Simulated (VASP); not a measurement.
# Au (Fm-3m) in VASP: further runs

Au is run at these levels: r2SCAN; tasks: single point.

All numbers are computed with VASP 6.6.1; they aren't measurements. Logs are shortened: lines on timing, memory, paths and dates and some standing lists are left out, and cuts for length are marked.

### Step 1. The cell of the first run

Symmetry: Fm-3m, No. 225, cubic system. Conventional cell: a = 3.379 Å, b = 3.379 Å, c = 3.379 Å, α = 90.00°, β = 90.00°, γ = 90.00°. Au (site symmetry m-3m) has 12 Au at 2.39 Å within 3.2 Å.

### Step 2. Single point, r2SCAN (volume scaled by 0.55, level accurate)

The input, POSCAR:

```
Au
1.0
    0.0000000000      1.6894330440      1.6894330440
    1.6894330440      0.0000000000      1.6894330440
    1.6894330440      1.6894330440      0.0000000000
Au
1
Direct
    0.0000000000      0.0000000000      0.0000000000
```

The input, INCAR.step1:

```
  ALGO = Normal
  EDIFF = 1E-4
  ENCUT = 520
  GGA = PE
  ISMEAR = -1
  LASPH = T
  LCHARG = F
  LREAL = F
  LWAVE = T
  NBANDS = 12
  NELM = 80
  PREC = Accurate
  SIGMA = 0.05
```

The input, INCAR.step2:

```
  ALGO = Normal
  EDIFF = 1E-6
  ENCUT = 520
  ISIF = 2
  ISMEAR = -1
  ISTART = 1
  LASPH = T
  LCHARG = F
  LMIXTAU = T
  LREAL = F
  LWAVE = F
  METAGGA = R2SCAN
  NBANDS = 12
  NELM = 80
  PREC = Accurate
  SIGMA = 0.05
```

The input, KPOINTS:

```
k-points
0
Gamma
  16 16 16
```

Potentials or basis: VASP PAW PBE potentials, release 64 (Au).

Run with:

```console
> cat potpaw_PBE.64/Au/POTCAR > POTCAR
> cp INCAR.step1 INCAR
> mpirun -np 1 vasp_std > vasp.out
> cp INCAR.step2 INCAR
> mpirun -np 1 vasp_std > vasp.out
```

OUTCAR:

```text
EDIFF = 1E-6
   ENCUT = 520
   ISIF = 2
   ISMEAR = -1
   ISTART = 1
   LASPH = T
   LREAL = F
   METAGGA = R2SCAN
   NELM = 80
   PREC = Accurate

 ion  position               nearest neighbor table
   1  0.000  0.000  0.000-

  LATTYP: Found a face centered cubic cell.
 ALAT       =     3.3788660880

  Lattice vectors:

 A1 = (   0.0000000000,   1.6894330440,   1.6894330440)
 A2 = (   1.6894330440,   0.0000000000,   1.6894330440)
 A3 = (   1.6894330440,   1.6894330440,   0.0000000000)

Analysis of symmetry for initial positions (statically):
=====================================================================
 Subroutine PRICEL returns:
 Original cell was already a primitive cell.

 Routine SETGRP: Setting up the symmetry group for a
 face centered cubic supercell.

 Subroutine GETGRP returns: Found 48 space group operations
 (whereof 48 operations were pure point group operations)
 out of a pool of 48 trial point group operations.

The static configuration has the point symmetry O_h .

Analysis of symmetry for dynamics (positions and initial velocities):
=====================================================================
 Subroutine PRICEL returns:
 Original cell was already a primitive cell.

 Routine SETGRP: Setting up the symmetry group for a
 face centered cubic supercell.

 Subroutine GETGRP returns: Found 48 space group operations
 (whereof 48 operations were pure point group operations)
 out of a pool of 48 trial point group operations.

The dynamic configuration has the point symmetry O_h .

 Subroutine INISYM returns: Found 48 space group operations
 (whereof 48 operations are pure point group operations),
 and found     1 'primitive' translations

----------------------------------------------------------------------------------------

                                     Primitive cell

  volume of cell :       9.6439

  direct lattice vectors                    reciprocal lattice vectors
     0.000000000  1.689433044  1.689433044    -0.295957275  0.295957275  0.295957275
     1.689433044  0.000000000  1.689433044     0.295957275 -0.295957275  0.295957275
     1.689433044  1.689433044  0.000000000     0.295957275  0.295957275 -0.295957275

  length of vectors
     2.389219124  2.389219124  2.389219124     0.512613037  0.512613037  0.512613037

  position of ions in fractional coordinates (direct lattice)
     0.000000000  0.000000000  0.000000000

  ion indices of the primitive-cell ions
   primitive index   ion index
                 1           1

----------------------------------------------------------------------------------------

 KPOINTS: k-points

Automatic generation of k-mesh.
 Grid dimensions read from file:
 generate k-points for:   16   16   16

 Generating k-lattice:

  Cartesian coordinates                     Fractional coordinates (reciprocal lattice)
    -0.018497330  0.018497330  0.018497330     0.062500000  0.000000000  0.000000000
     0.018497330 -0.018497330  0.018497330     0.000000000  0.062500000  0.000000000
     0.018497330  0.018497330 -0.018497330     0.000000000  0.000000000  0.062500000

  Length of vectors
     0.032038315  0.032038315  0.032038315

  Shift w.r.t. Gamma in fractional coordinates (k-lattice)
     0.000000000  0.000000000  0.000000000

 Subroutine IBZKPT returns following result:
 ===========================================

 Found    145 irreducible k-points:

 Following reciprocal coordinates:
            Coordinates               Weight
  0.000000  0.000000  0.000000      1.000000
  0.062500  0.000000  0.000000      8.000000
  0.125000  0.000000  0.000000      8.000000
  0.187500  0.000000  0.000000      8.000000
  0.250000  0.000000  0.000000      8.000000
  0.312500  0.000000  0.000000      8.000000
[... 16 lines left out ...]
 -0.125000  0.062500  0.000000     24.000000
 -0.062500  0.062500  0.000000     12.000000
 [... further k-points ...]
   k-points           NKPTS =    145   k-points in BZ     NKDIM =    145   number of bands    NBANDS=     12
   number of dos      NEDOS =    301   number of ions     NIONS =      1
   total plane-waves  NPLWV =   5832
   dimension x,y,z NGX =    18 NGY =   18 NGZ =   18
   dimension x,y,z NGXF=    36 NGYF=   36 NGZF=   36
   ions per type =               1
   NGX,Y,Z   is equivalent  to a cutoff of  12.52, 12.52, 12.52 a.u.
   NGXF,Y,Z  is equivalent  to a cutoff of  25.05, 25.05, 25.05 a.u.
 SYSTEM =  unknown system
   PREC   = accura    normal or accurate (medium, high low for compatibility)
   ISTART =      1    job   : 0-new  1-cont  2-samecut
   ICHARG =      0    charge: 1-file 2-atom 10-const
   ISPIN  =      1    spin polarized calculation?
   LNONCOLLINEAR =      F non collinear calculations
   LSORBIT =      F    spin-orbit coupling
   LASPH  =      T    aspherical Exc in radial PAW
   ENCUT  =  520.0 eV  38.22 Ry    6.18 a.u.   4.44  4.44  4.44*2*pi/ulx,y,z
   NELM   =     80;   NELMIN=  2; NELMDL=  0     # of ELM steps
   EDIFF  = 0.1E-05   stopping-criterion for ELM
   LREAL  =      F    real-space projection
   EDIFFG = 0.1E-04   stopping-criterion for IOM
   NSW    =      0    number of steps for IOM
   IBRION =     -1    ionic relax: 0-MD 1-quasi-New 2-CG
   NFREE  =      0    steps in history (QN), initial steepest desc. (CG)
   ISIF   =      2    stress and relaxation
   ISYM   =      2    0-nonsym 1-usesym 2-fastsym
   POTIM  = 0.5000    time-step for ionic-motion
   TEBEG  =    0.0;   TEEND  =   0.0 temperature during run
   PSTRESS=    0.0 pullay stress
   NELECT =      11.0000    total number of electrons
   NUPDOWN=      -1.0000    fix difference up-down
   EMIN   =  10.00;   EMAX   =-10.00  energy-range for DOS
   EFERMI =   0.00;   METHOD = LEGACY
   ISMEAR =    -1;   SIGMA  =   0.05  broadening in eV -4-tet -1-fermi 0-gaus
   EFERMI_NEDOS =   21; number of points for ismear=-14 and -15
   IALGO  =     38    algorithm
   IMIX   =      4    mixing-type and parameters
     AMIX     =   0.40;   BMIX     =  1.00
     AMIX_MAG =   1.60;   BMIX_MAG =  1.00
  volume/ion in A,a.u.               =       9.64        65.08
  Fermi-wavevector in a.u.,A,eV,Ry     =   1.710493  3.232364 39.807759  2.925788
  Thomas-Fermi vector in A             =   2.788782
   LORBIT       =      0    0 simple, 1 ext, 2 COOP (PROOUT), +10 PAW based schemes
   METAGGA = R2SCAN    functional components
   LHFCALC =     F    Hartree Fock is set to
   AEXX    =    0.0000 exact exchange contribution
   IVDW    =     0    specifies the selected vdW correction
   LEPSILON=     F    determine dielectric tensor
   LRPA    =     F    only Hartree local field effects (RPA)
 non-spin polarized calculation
  energy-cutoff  :      520.00
  volume of cell :        9.64
 maximum number of plane-waves:       273
 NGX is ok and might be reduce to    18
   NGX =  9   NGY =  9   NGZ =  9

 number of electron      11.0000001 magnetization

 Free energy of the ion-electron system (eV)
  ---------------------------------------------------
  ext. energy  EPLUGINS =         0.00000000
  ---------------------------------------------------
  free energy    TOTEN  =       -44.00450933 eV

  energy without entropy =      -44.00143435  energy(sigma->0) =      -44.00297184

 E-fermi :  23.4143     XC(G=0): -17.9532

 val. band max:       23.2667480062   @ k =  -0.3125   0.1875   0.0000
 cond. band min:      23.4283287049   @ k =   0.5000   0.4375   0.0625
 fundamental gap:      0.1615806986
 Fermi energy:        23.4143458066

 k-point     1 :       0.0000    0.0000    0.0000
  band No.  band energies     occupation
      1       4.3716      2.00000
      2      12.6116      2.00000
      3      12.6116      2.00000
      4      12.6116      2.00000
      5      16.6809      2.00000
      6      16.6809      2.00000
      7      34.6154      0.00000
      8      42.5537      0.00000
      9      42.5537      0.00000
     10      42.5537      0.00000
     11      50.1635      0.00000
     12      57.4499      0.00000

 k-point     2 :       0.0625    0.0000    0.0000
  band No.  band energies     occupation
      1       4.6268      2.00000
      2      12.4719      2.00000
      3      12.7248      2.00000
      4      12.7248      2.00000
      5      16.5972      2.00000
      6      16.5972      2.00000
      7      35.0810      0.00000
      8      41.5543      0.00000
      9      43.0024      0.00000
     10      43.0024      0.00000
     11      51.5060      0.00000
     12      57.4056      0.00000

 k-point     3 :       0.1250    0.0000    0.0000
  band No.  band energies     occupation
      1       5.3399      2.00000
      2      12.1529      2.00000
      3      13.0073      2.00000
      4      13.0073      2.00000
      5      16.4320      2.00000
      6      16.4320      2.00000
      7      36.3106      0.00000
      8      39.6939      0.00000
      9      44.3042      0.00000
     10      44.3042      0.00000
     11      54.1195      0.00000
     12      57.2411      0.00000
[... 286 lines left out ...]
 k-point    23 :      -0.1250    0.0625    0.0000
  band No.  band energies     occupation
      1       5.8630      2.00000
      2      11.8526      2.00000
      3      13.2044      2.00000
      4      13.2767      2.00000
      5      15.9013      2.00000
      6      16.8357      2.00000
      7      37.1760      0.00000
      8      39.1488      0.00000
      9      44.0510      0.00000
     10      45.8837      0.00000
     11      54.3765      0.00000
     12      57.0134      0.00000

 k-point    24 :      -0.0625    0.0625    0.0000
  band No.  band energies     occupation
      1       5.0382      2.00000
      2      12.2147      2.00000
      3      12.8762      2.00000
      4      12.9773      2.00000
      5      16.2567      2.00000
      6      16.7083      2.00000
      7      35.8195      0.00000
      8      40.6539      0.00000
      9      43.0457      0.00000
     10      44.0628      0.00000
     11      53.2686      0.00000
     12      57.2885      0.00000

 [... further k-points ...]
[... 5 lines left out ...]
  --------------------------------------------------------------------------------------
  -------------------------------------------------------------------------------------
  Total       30.0471957     30.0471957     30.0471957      0.0000000      0.0000000      0.0000000
  in kB     4991.8506060   4991.8506060   4991.8506060      0.0000000      0.0000000      0.0000000
  external PRESSURE =    4991.8506060 kB  Pullay stress =       0.0000000 kB

 VOLUME and BASIS-vectors are now :
 -----------------------------------------------------------------------------
  energy-cutoff  :      520.00
  volume of cell :        9.64
      direct lattice vectors                 reciprocal lattice vectors
     0.000000000  1.689433044  1.689433044    -0.295957275  0.295957275  0.295957275
     1.689433044  0.000000000  1.689433044     0.295957275 -0.295957275  0.295957275
     1.689433044  1.689433044  0.000000000     0.295957275  0.295957275 -0.295957275

 POSITION                                       TOTAL-FORCE (eV/Angst)
 -----------------------------------------------------------------------------------
      0.00000      0.00000      0.00000        -0.000000      0.000000      0.000000
 -----------------------------------------------------------------------------------
    total drift:                                0.000000      0.000000     -0.000000

  FREE ENERGIE OF THE ION-ELECTRON SYSTEM (eV)
  ---------------------------------------------------
  free  energy   TOTEN  =       -44.0045093285 eV

  energy  without entropy=      -44.0014343470  energy(sigma->0) =      -44.00297184
```

It took 1.7 min on 1 thread of Intel Xeon 8259CL, shared host; peak memory 0.14 GiB.

What came out:

```yaml
Free_energy: -44.0045 eV
Pressure: 499.2 GPa
```

Levels at points of the mesh, in eV from the Fermi level:
```csv
k point,band 2,band 3,band 4,band 5,band 6,band 7,band 8,band 9,band 10,band 11
"(0.00, 0.00, 0.00)",-10.80,-10.80,-10.80,-6.73,-6.73,11.20,19.14,19.14,19.14,26.75
"(0.50, 0.00, 0.00)",-11.02,-11.02,-4.74,-3.46,-3.46,7.23,10.96,20.45,20.45,34.16
"(0.50, 0.50, 0.00)",-15.98,-3.53,-2.51,-2.51,-1.18,11.03,11.03,12.21,24.54,30.49
```

Caveat: the PAW data sets were made with another functional, which shifts forces and pressure a little; spin-orbit coupling is left out, which moves the levels of the heavy elements.

(Continued in part 2 of 2.)
